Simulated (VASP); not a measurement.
Wanted: the native input for a VASP 6.6.1 run.

```
Task                   : single point
Functional             : LDA
Potentials or basis    : VASP PAW LDA potentials, release 64 (C)
Cutoff                 : 520 eV
k mesh                 : 12 × 12 × 12
Occupations            : gaussian, width 0.05 eV
Spin                   : no spin polarisation
Dipole correction      : no
Further INCAR settings : ALGO = Normal; EDIFF = 1e-06; NBANDS = 11
```

The structure of C lies in POSCAR:

```
C
1.0
    1.2082160057      0.6975638362      3.4576682195
   -1.2082160057      0.6975638362      3.4576682195
    0.0000000000     -1.3951276723      3.4576682195
C
2
Direct
    0.1640000000      0.1640000000      0.1640000000
    0.8360000000      0.8360000000      0.8360000000
```

This cell differs from its parent crystal: ratio of the length along z to the lengths across it x 1.05, volume and fractional coordinates fixed.

One way to write it, as run:

INCAR

```
SYSTEM = C
  ALGO = Normal
  EDIFF = 1E-6
  ENCUT = 520
  GGA = CA
  ISIF = 2
  ISMEAR = 0
  LASPH = .True.
  LCHARG = .False.
  LREAL = .False.
  LWAVE = .False.
  NBANDS = 11
  NELM = 100
  PREC = Accurate
  SIGMA = 0.05
```

KPOINTS

```
k-points
0
Gamma
  12 12 12
  0 0 0
```

Potentials or basis: VASP PAW LDA potentials, release 64 (C).

Command:

```sh
$ cat potpaw_LDA.64/C/POTCAR > POTCAR
$ mpirun -np 1 vasp_std > vasp.out
```

It gave:

```json
{"Pressure": "10.6 GPa", "Largest force": "0.925 eV/Å", "Band gap on the k mesh": "0.63 eV, direct"}
```

Run time: 28 s on 1 thread of AMD EPYC 9R45 96-Core Processor (Zen 5), with other jobs on the host, peak memory 0.12 GiB.
